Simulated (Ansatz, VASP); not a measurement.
# Two plane-wave programs on In2O3

```
In O
1.0
     2.75382    1.58992    4.85434
    -2.75382    1.58992    4.85434
     0.00000   -3.17984    4.85434
In O
4 6
Direct
  0.85704 0.85704 0.85704
  0.35704 0.35704 0.35704
  0.14296 0.14296 0.14296
  0.64296 0.64296 0.64296
  0.45339 0.04661 0.75000
  0.04661 0.75000 0.45339
  0.54661 0.95339 0.25000
  0.25000 0.54661 0.95339
  0.95339 0.25000 0.54661
  0.75000 0.45339 0.04661
```

Alike in both runs: task single point; functional PBE; k mesh 6 × 6 × 6; occupations fermi-dirac, width 0.02 eV; no spin polarisation.

```csv
,VASP,Ansatz
version,VASP 6.6.1,Ansatz 0.2.0
potentials or method,"VASP PAW PBE potentials, release 64 (In_d, O)","plane waves, PAW"
plane-wave cutoff (eV),520,420
valence electrons in the cell,88,88
```

```tsv
	VASP	Ansatz	Ansatz less VASP
gap on the k mesh at the Fermi level (eV)	1.22	1.23	+0.007
pressure (GPa)	6.9	6.4	-0.48
traceless stress, the component that is largest in VASP (GPa)	-0.52	-0.41	+0.112
rms of the force components (eV/Å)	0.035	0.039	+0.0037
```

Atom by atom the forces differ by 0.006 eV/Å (rms over components).
